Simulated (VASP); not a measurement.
# Sr2BN (P-3m1) in VASP: further runs

The runs below take Sr2BN through relaxation of cell and atoms, single point, with PBE.

Program: VASP 6.6.1. These are calculated values, not measurements. Logs are shortened: lines on timing, memory, paths and dates and some standing lists are left out, and cuts for length are marked.

**1. The cell of the first run**

It takes space group P-3m1 (No. 164, trigonal). Conventional cell: a = 3.886 Å, b = 3.886 Å, c = 6.690 Å, α = 90.00°, β = 90.00°, γ = 120.00°. Sr (site symmetry 3m) has 3 N at 2.63 Å and 3 B at 2.98 Å and 3 Sr at 3.56 Å within 3.6 Å. Within 3.9 Å of B (site symmetry -3m) lie 6 Sr at 2.98 Å and 2 N at 3.35 Å and 6 B at 3.89 Å. Within 3.5 Å of N (site symmetry -3m) lie 6 Sr at 2.63 Å and 2 B at 3.35 Å.

**2. Relaxation of cell and atoms, PBE**

INCAR

```
PREC = Accurate
ENCUT = 600
EDIFF = 1E-6
ISMEAR = 0
SIGMA = 0.1
LREAL = False
LASPH = True
NELM = 100
ALGO = Normal
ISIF = 3
LWAVE = False
LCHARG = False
GGA = PE
IBRION = 2
NSW = 100
EDIFFG = -0.01
```

KPOINTS

```
regular mesh
0
Gamma
  12 12 8
```

POSCAR

```
Sr2BN
1.0
    3.8861743787      0.0000000000      0.0000000000
   -1.9430871893      3.3655257355      0.0000000000
    0.0000000000      0.0000000000      6.6904540291
Sr B N
2 1 1
Direct
    0.3333333333      0.6666666667      0.7936859135
    0.6666666667      0.3333333333      0.2063140865
    0.0000000000      0.0000000000      0.5000000000
    0.0000000000      0.0000000000      0.0000000000
```

Potentials or basis: VASP PAW PBE potentials, release 64 (Sr_sv, B, N).

Command:

```
$ cat potpaw_PBE.64/Sr_sv/POTCAR potpaw_PBE.64/B/POTCAR potpaw_PBE.64/N/POTCAR > POTCAR
$ mpirun -np 1 vasp_std > vasp.out
```

OUTCAR:

```text
PREC = Accurate
   ENCUT = 600
   EDIFF = 1E-6
   ISMEAR = 0
   LREAL = False
   LASPH = True
   NELM = 100
   ISIF = 3
   GGA = PE
   IBRION = 2
   NSW = 100
   EDIFFG = -0.01

 ion  position               nearest neighbor table
   1  0.333  0.667  0.794-   4 2.63   4 2.63   4 2.63   3 2.98   3 2.98   3 2.98   2 3.56   2 3.56
                             2 3.56   2 4.53   2 4.53   2 4.53
   2  0.667  0.333  0.206-   4 2.63   4 2.63   4 2.63   3 2.98   3 2.98   3 2.98   1 3.56   1 3.56
                             1 3.56   1 4.53   1 4.53   1 4.53
   3  0.000  0.000  0.500-   1 2.98   2 2.98   1 2.98   2 2.98   2 2.98   1 2.98
   4  0.000  0.000  0.000-   1 2.63   2 2.63   1 2.63   2 2.63   2 2.63   1 2.63

  LATTYP: Found a hexagonal cell.
 ALAT       =     3.8861743787
 C/A-ratio  =     1.7216041734

  Lattice vectors:

 A1 = (   3.8861743787,   0.0000000000,   0.0000000000)
 A2 = (  -1.9430871893,   3.3655257355,   0.0000000000)
 A3 = (   0.0000000000,   0.0000000000,   6.6904540291)

Analysis of symmetry for initial positions (statically):
=====================================================================
 Subroutine PRICEL returns:
 Original cell was already a primitive cell.

 Routine SETGRP: Setting up the symmetry group for a
 hexagonal supercell.

 Subroutine GETGRP returns: Found 12 space group operations
 (whereof 12 operations were pure point group operations)
 out of a pool of 24 trial point group operations.

The static configuration has the point symmetry D_3d.

Analysis of symmetry for dynamics (positions and initial velocities):
=====================================================================
 Subroutine PRICEL returns:
 Original cell was already a primitive cell.

 Routine SETGRP: Setting up the symmetry group for a
 hexagonal supercell.

 Subroutine GETGRP returns: Found 12 space group operations
 (whereof 12 operations were pure point group operations)
 out of a pool of 24 trial point group operations.

The dynamic configuration has the point symmetry D_3d.

 Subroutine INISYM returns: Found 12 space group operations
 (whereof 12 operations are pure point group operations),
 and found     1 'primitive' translations

----------------------------------------------------------------------------------------

                                     Primitive cell

  volume of cell :      87.5046

  direct lattice vectors                    reciprocal lattice vectors
     3.886174379  0.000000000  0.000000000     0.257322473  0.148565199  0.000000000
    -1.943087189  3.365525735  0.000000000     0.000000000  0.297130398  0.000000000
     0.000000000  0.000000000  6.690454029     0.000000000  0.000000000  0.149466687

  length of vectors
     3.886174379  3.886174379  6.690454029     0.297130398  0.297130398  0.149466687

  position of ions in fractional coordinates (direct lattice)
     0.333333333  0.666666667  0.793685913
     0.666666667  0.333333333  0.206314087
     0.000000000  0.000000000  0.500000000
     0.000000000  0.000000000  0.000000000

  ion indices of the primitive-cell ions
   primitive index   ion index
                 1           1
                 2           2
                 3           3
                 4           4

----------------------------------------------------------------------------------------

 KPOINTS: regular mesh

Automatic generation of k-mesh.
 Grid dimensions read from file:
 generate k-points for:   12   12    8

 Generating k-lattice:

  Cartesian coordinates                     Fractional coordinates (reciprocal lattice)
     0.021443539  0.012380433  0.000000000     0.083333333  0.000000000  0.000000000
     0.000000000  0.024760866  0.000000000     0.000000000  0.083333333  0.000000000
     0.000000000  0.000000000  0.018683336     0.000000000  0.000000000  0.125000000

  Length of vectors
     0.024760866  0.024760866  0.018683336

  Shift w.r.t. Gamma in fractional coordinates (k-lattice)
     0.000000000  0.000000000  0.000000000

 Subroutine IBZKPT returns following result:
 ===========================================

 Found    131 irreducible k-points:

 Following reciprocal coordinates:
            Coordinates               Weight
  0.000000  0.000000  0.000000      1.000000
  0.083333 -0.000000  0.000000      6.000000
  0.166667 -0.000000  0.000000      6.000000
  0.250000 -0.000000  0.000000      6.000000
  0.333333  0.000000  0.000000      6.000000
  0.416667 -0.000000  0.000000      6.000000
[... 16 lines left out ...]
  0.166667 -0.000000  0.125000      6.000000
  0.000000  0.166667  0.125000      6.000000
 [... further k-points ...]
   k-points           NKPTS =    131   k-points in BZ     NKDIM =    131   number of bands    NBANDS=     18
   number of dos      NEDOS =    301   number of ions     NIONS =      4
   total plane-waves  NPLWV =  55296
   dimension x,y,z NGX =    32 NGY =   32 NGZ =   54
   dimension x,y,z NGXF=    64 NGYF=   64 NGZF=  108
   ions per type =               2   1   1
   NGX,Y,Z   is equivalent  to a cutoff of  13.69, 13.69, 13.42 a.u.
   NGXF,Y,Z  is equivalent  to a cutoff of  27.38, 27.38, 26.84 a.u.
 SYSTEM =  unknown system
   PREC   = accura    normal or accurate (medium, high low for compatibility)
   ISTART =      0    job   : 0-new  1-cont  2-samecut
   ICHARG =      2    charge: 1-file 2-atom 10-const
   ISPIN  =      1    spin polarized calculation?
   LNONCOLLINEAR =      F non collinear calculations
   LSORBIT =      F    spin-orbit coupling
   LASPH  =      T    aspherical Exc in radial PAW
   ENCUT  =  600.0 eV  44.10 Ry    6.64 a.u.   7.76  7.76 13.36*2*pi/ulx,y,z
   NELM   =    100;   NELMIN=  2; NELMDL= -5     # of ELM steps
   EDIFF  = 0.1E-05   stopping-criterion for ELM
   LREAL  =      F    real-space projection
   EDIFFG = -.1E-01   stopping-criterion for IOM
   NSW    =    100    number of steps for IOM
   IBRION =      2    ionic relax: 0-MD 1-quasi-New 2-CG
   NFREE  =      1    steps in history (QN), initial steepest desc. (CG)
   ISIF   =      3    stress and relaxation
   ISYM   =      2    0-nonsym 1-usesym 2-fastsym
   POTIM  = 0.5000    time-step for ionic-motion
   TEBEG  =    0.0;   TEEND  =   0.0 temperature during run
   PSTRESS=    0.0 pullay stress
   NELECT =      28.0000    total number of electrons
   NUPDOWN=      -1.0000    fix difference up-down
   EMIN   =  10.00;   EMAX   =-10.00  energy-range for DOS
   EFERMI =   0.00;   METHOD = LEGACY
   ISMEAR =     0;   SIGMA  =   0.10  broadening in eV -4-tet -1-fermi 0-gaus
   EFERMI_NEDOS =   21; number of points for ismear=-14 and -15
   IALGO  =     38    algorithm
   IMIX   =      4    mixing-type and parameters
     AMIX     =   0.40;   BMIX     =  1.00
     AMIX_MAG =   1.60;   BMIX_MAG =  1.00
  volume/ion in A,a.u.               =      21.88       147.63
  Fermi-wavevector in a.u.,A,eV,Ry     =   1.119740  2.116002 17.059229  1.253818
  Thomas-Fermi vector in A             =   2.256381
   LORBIT       =      0    0 simple, 1 ext, 2 COOP (PROOUT), +10 PAW based schemes
   GGA     = PE    functional components
   LHFCALC =     F    Hartree Fock is set to
   AEXX    =    0.0000 exact exchange contribution
   IVDW    =     0    specifies the selected vdW correction
   LEPSILON=     F    determine dielectric tensor
   LRPA    =     F    only Hartree local field effects (RPA)
 conjugate gradient relaxation of ions
 non-spin polarized calculation
 Gauss-broadening in eV      SIGMA  =   0.10
  energy-cutoff  :      600.00
  volume of cell :       87.50
 maximum number of plane-waves:      2958
 NGX is ok and might be reduce to    32
   NGX = 15   NGY = 15   NGZ = 27

--------------------------------------- Ionic step        1  -------------------------------------------

 number of electron      28.0000000 magnetization

 Free energy of the ion-electron system (eV)
  ---------------------------------------------------
  ext. energy  EPLUGINS =         0.00000000
  ---------------------------------------------------
  free energy    TOTEN  =       -16.74951210 eV

  energy without entropy =      -16.73673865  energy(sigma->0) =      -16.74312538

------------------------ aborting loop because EDIFF is reached ----------------------------------------

  FORCE on cell =-STRESS in cart. coord.  units (eV):
  Direction    XX          YY          ZZ          XY          YZ          ZX
  --------------------------------------------------------------------------------------
  -------------------------------------------------------------------------------------
  Total        0.1078914      0.1078914      0.1817466      0.0000000      0.0000000      0.0000000
  in kB        1.9754525      1.9754525      3.3277156      0.0000000      0.0000000      0.0000000
  external PRESSURE =       2.4262069 kB  Pullay stress =       0.0000000 kB
[... 99 lines left out ...]
  energy  without entropy=      -16.7370190012  energy(sigma->0) =      -16.74342986

--------------------------------------- Ionic step        4  -------------------------------------------

 number of electron      28.0000000 magnetization

 Free energy of the ion-electron system (eV)
  ---------------------------------------------------
  ext. energy  EPLUGINS =         0.00000000
  ---------------------------------------------------
  free energy    TOTEN  =       -16.74984021 eV

  energy without entropy =      -16.73702200  energy(sigma->0) =      -16.74343111

 E-fermi :   2.1387     XC(G=0):  -9.2024

 val. band max:        2.1350570576   @ k =   0.0000   0.2500   0.1250
 cond. band min:       2.1533346411   @ k =   0.2500   0.2500   0.3750
 fundamental gap:      0.0182775835
 Fermi energy:         2.1386644613

 k-point     1 :       0.0000    0.0000    0.0000
  band No.  band energies     occupation
      1     -31.8791      2.00000
      2     -31.7983      2.00000
      3     -14.4632      2.00000
      4     -13.7877      2.00000
      5     -13.7877      2.00000
      6     -13.7076      2.00000
[... 10 lines left out ...]
     17       5.5100      0.00000
     18       6.4592      0.00000
[... 466 lines left out ...]
      2     -31.7942      2.00000
      3     -14.4081      2.00000
      4     -13.9574      2.00000
      5     -13.8329      2.00000
      6     -13.8169      2.00000
[... 10 lines left out ...]
     17       5.2324      0.00000
     18       6.3169      0.00000

 [... further k-points ...]
[... 5 lines left out ...]
  --------------------------------------------------------------------------------------
  -------------------------------------------------------------------------------------
  Total       -0.0213185     -0.0213185      0.0158980     -0.0000000     -0.0000000      0.0000000
  in kB       -0.3886403     -0.3886403      0.2898235     -0.0000000     -0.0000000      0.0000000
  external PRESSURE =      -0.1624857 kB  Pullay stress =       0.0000000 kB
[... 19 lines left out ...]
  FREE ENERGIE OF THE ION-ELECTRON SYSTEM (eV)
  ---------------------------------------------------
  free  energy   TOTEN  =       -16.7498402106 eV

  energy  without entropy=      -16.7370220049  energy(sigma->0) =      -16.74343111

 reached required accuracy - stopping structural energy minimisation
```

It took 3.4 min on 1 thread of Intel Xeon 6975P-C (Granite Rapids), shared host; peak memory 0.44 GiB.

What came out:

- Free energy: -16.7498 eV
- Relaxed volume: 21.97 Å³/atom
- Relaxed cell: a = 3.891 Å, b = 3.891 Å, c = 6.704 Å, α = 90.00°, β = 90.00°, γ = 120.00°
- Space group after relaxing (to 0.1 Å): P-3m1 (No. 164)
- Energy gained by relaxing: 0.1 meV/atom
- Ionic steps: 4
- Pressure after relaxing: 0.0 GPa
- Largest force after relaxing: 0.010 eV/Å
- Band gap on the k mesh: zero (bands 14 and 15 overlap by 1.94 eV)

Forces in eV/Å, atoms in the order of the input:
```
Sr   0.000  0.000  0.010
Sr   0.000  0.000 -0.010
B    0.000  0.000  0.000
N    0.000  0.000  0.000
```

The path:
```tsv
step	energy change (eV)	largest force (eV/Å)	pressure (GPa)	volume (Å³)
1	0.0000	0.0101	0.24	87.50
2	-0.0003	0.0124	-0.01	87.92
3	-0.0003	0.0111	-0.02	87.91
4	-0.0003	0.0096	-0.02	87.89
```

Final structure:
```
Sr B N
1.0
     3.89077    0.00000    0.00000
    -1.94538    3.36950    0.00000
     0.00000    0.00000    6.70377
Sr B N
2 1 1
Direct
  0.33333 0.66667 0.79362
  0.66667 0.33333 0.20638
  0.00000 0.00000 0.50000
  0.00000 0.00000 0.00000
```

Levels at points of the mesh, in eV from the Fermi level:
```tsv
k point	band 11	band 12	band 13	band 14	band 15	band 16	band 17	band 18
(0.00, 0.00, 0.00)	-2.61	-0.85	-0.85	1.28	1.49	1.49	3.37	4.32
(0.50, 0.00, 0.00)	-2.24	-1.14	-0.81	-0.79	0.99	1.17	1.95	5.03
(0.00, 0.00, 0.50)	-1.47	-0.85	-0.85	-0.70	1.29	1.29	4.44	4.49
(0.50, 0.00, 0.50)	-1.41	-1.34	-0.79	-0.70	-0.08	0.89	2.92	3.50
```

**3. Single point, PBE**

INCAR

```
SYSTEM = Sr2BN
PREC     = Accurate       ! precision mode
ENCUT    = 520            ! plane-wave cutoff, eV
EDIFF    = 1E-7           ! SCF threshold, eV
ISMEAR   = 0              ! smearing method
SIGMA    = 0.1            ! smearing width, eV
LREAL    = .False.        ! projectors in reciprocal space
LASPH    = .True.         ! aspherical terms in the spheres
NELM     = 80             ! most SCF steps
ALGO     = Normal         ! electronic algorithm
ISIF     = 2              ! what is computed and relaxed
LWAVE    = .False.        ! write WAVECAR
LCHARG   = .False.        ! write CHGCAR
GGA      = PE             ! functional
NBANDS   = 22             ! bands
```

KPOINTS

```
Automatic mesh
0
Gamma
  12 12 8
  0 0 0
```

POSCAR

```
Sr2BN
1.0
    3.8822051623      0.0000000000      0.0000000000
   -1.9411025811      3.3620882933      0.0000000000
    0.0000000000      0.0000000000      6.7123606820
Sr B N
2 1 1
Direct
    0.3333333333      0.6666666667      0.7942475291
    0.6666666667      0.3333333333      0.2057524709
    0.0000000000      0.0000000000      0.5000000000
    0.0000000000      0.0000000000      0.0000000000
```

Potentials or basis: VASP PAW PBE potentials, release 64 (Sr_sv, B, N).

Command:

```
$ cat potpaw_PBE.64/Sr_sv/POTCAR potpaw_PBE.64/B/POTCAR potpaw_PBE.64/N/POTCAR > POTCAR
$ mpirun -np 1 vasp_std > vasp.out
```

It took 2.1 min on 1 thread of AMD EPYC 9R45 (Zen 5), shared host; peak memory 0.35 GiB.

It converged, with:

```yaml
Free_energy: -16.7483 eV
Pressure: 0.2 GPa
Largest_force: 0.032 eV/Å
Band_gap_on_the_k_mesh: zero (bands 14 and 15 overlap by 1.92 eV)
```

Forces in eV/Å, atoms in the order of the input:
```
Sr   0.000  0.000 -0.032
Sr   0.000  0.000  0.032
B    0.000  0.000  0.000
N    0.000  0.000  0.000
```

Levels at points of the mesh, in eV from the Fermi level:
```csv
k point,band 11,band 12,band 13,band 14,band 15,band 16,band 17,band 18
"(0.00, 0.00, 0.00)",-2.62,-0.86,-0.86,1.26,1.52,1.52,3.37,4.34
"(0.50, 0.00, 0.00)",-2.24,-1.14,-0.81,-0.80,1.01,1.15,1.95,5.02
"(0.00, 0.00, 0.50)",-1.49,-0.86,-0.86,-0.71,1.31,1.31,4.45,4.52
"(0.50, 0.00, 0.50)",-1.42,-1.34,-0.80,-0.71,-0.09,0.91,2.91,3.52
```

**4. Single point, PBE, collinear spin, ferromagnetic start**

INCAR

```
SYSTEM = Sr2BN
PREC = Accurate
ENCUT = 520
EDIFF = 1E-6
ISMEAR = 0
SIGMA = 0.1
LREAL = .False.
LASPH = .True.
NELM = 150
ALGO = Normal
ISIF = 2
LWAVE = .False.
LCHARG = .False.
ISPIN = 2
MAGMOM = 0 0 0 1
LORBIT = 11
GGA = PE
NBANDS = 26
```

KPOINTS

```
Automatic mesh
0
Gamma
  6 6 4
  0 0 0
```

POSCAR

```
Sr2BN
1.0
    3.8861743787      0.0000000000      0.0000000000
   -1.9430871893      3.3655257355      0.0000000000
    0.0000000000      0.0000000000      6.6904540291
Sr B N
2 1 1
Direct
    0.3333333333      0.6666666667      0.7936859135
    0.6666666667      0.3333333333      0.2063140865
    0.0000000000      0.0000000000      0.5000000000
    0.0000000000      0.0000000000      0.0000000000
```

Command:

```
$ cat potpaw_PBE.64/Sr_sv/POTCAR potpaw_PBE.64/B/POTCAR potpaw_PBE.64/N/POTCAR > POTCAR
$ mpirun -np 1 vasp_std > vasp.out
```

It took 60 s on 1 thread of AMD EPYC 9R45 (Zen 5), shared host; peak memory 0.25 GiB.

The run converged. Its results:

| Quantity | Value |
| --- | --- |
| Free energy | -16.7823 eV |
| Pressure | 0.2 GPa |
| Largest force | 0.010 eV/Å |
| Net moment | 0.22 μB per cell |
| Site moments | Sr +0.01; B +0.11; N -0.06 μB |
| Valence electrons inside the program's atomic spheres | Sr 8.08; B 1.48; N 3.55 |

Forces on the atoms (eV/Å):
```
Sr   0.000  0.000 -0.010
Sr   0.000  0.000  0.010
B    0.000  0.000  0.000
N    0.000  0.000  0.000
```

Stress tensor (GPa, compression positive):
```
0.16 0.00 0.00
0.00 0.16 0.00
0.00 0.00 0.39
```

Levels at points of the mesh, in eV from the Fermi level:
Spin up:
```
           k point  band 12  band 13  band 14  band 15  band 16  band 17
(0.00, 0.00, 0.00)    -0.86    -0.86     1.15     1.41     1.41     3.35
(0.50, 0.00, 0.00)    -1.22    -0.82    -0.81     0.92     1.01     1.89
(0.00, 0.00, 0.50)    -0.94    -0.87    -0.87     1.20     1.20     4.42
(0.50, 0.00, 0.50)    -1.40    -0.73    -0.71    -0.37     0.81     2.86
```
Spin down:
| k point | band 10 | band 11 | band 12 | band 13 | band 14 | band 15 | band 16 | band 17 | band 18 | band 19 |
| --- | --- | --- | --- | --- | --- | --- | --- | --- | --- | --- |
| (0.00, 0.00, 0.00) | -5.87 | -2.61 | -0.90 | -0.90 | 1.41 | 1.51 | 1.51 | 3.38 | 4.35 | 4.44 |
| (0.50, 0.00, 0.00) | -5.01 | -2.26 | -1.15 | -0.85 | -0.84 | 0.99 | 1.33 | 1.93 | 5.03 | 5.09 |
| (0.00, 0.00, 0.50) | -6.03 | -1.58 | -0.91 | -0.91 | -0.49 | 1.31 | 1.31 | 4.38 | 4.56 | 5.52 |
| (0.50, 0.00, 0.50) | -5.10 | -1.45 | -1.35 | -0.92 | -0.76 | 0.17 | 0.90 | 2.93 | 3.49 | 5.78 |

Caveat: a moment this small can come from the mesh or the smearing.

**5. Overview**

| task | spin | cell | k mesh | cutoff (eV) | gap on the mesh (eV) | pressure (GPa) | largest force (eV/Å) |
| --- | --- | --- | --- | --- | --- | --- | --- |
| relaxation of cell and atoms | off | relaxed from a = 3.886, b = 3.886, c = 6.690 Å, angles 90.0, 90.0, 120.0°, 4 atoms, atomic positions A | 12 × 12 × 8 | 600 | none | 0.0 | 0.01 |
| single point | off | a = 3.882, b = 3.882, c = 6.712 Å, angles 90.0, 90.0, 120.0°, 4 atoms, atomic positions B | 12 × 12 × 8 | 520 | none | 0.2 | 0.03 |
| single point | collinear, ferromagnetic start | a = 3.886, b = 3.886, c = 6.690 Å, angles 90.0, 90.0, 120.0°, 4 atoms, atomic positions A | 6 × 6 × 4 | 520 | none | 0.2 | 0.01 |

Alike in all rows: level PBE; potentials or basis VASP PAW PBE potentials, release 64 (Sr_sv, B, N); smearing gaussian 0.1 eV.

Caveats: a moment this small can come from the mesh or the smearing (at least some runs).

Total energies depend on the potentials used, so only differences within one code and one set of settings carry meaning.

The gap in the log of VASP goes by the Fermi energy; the results here count the filled bands.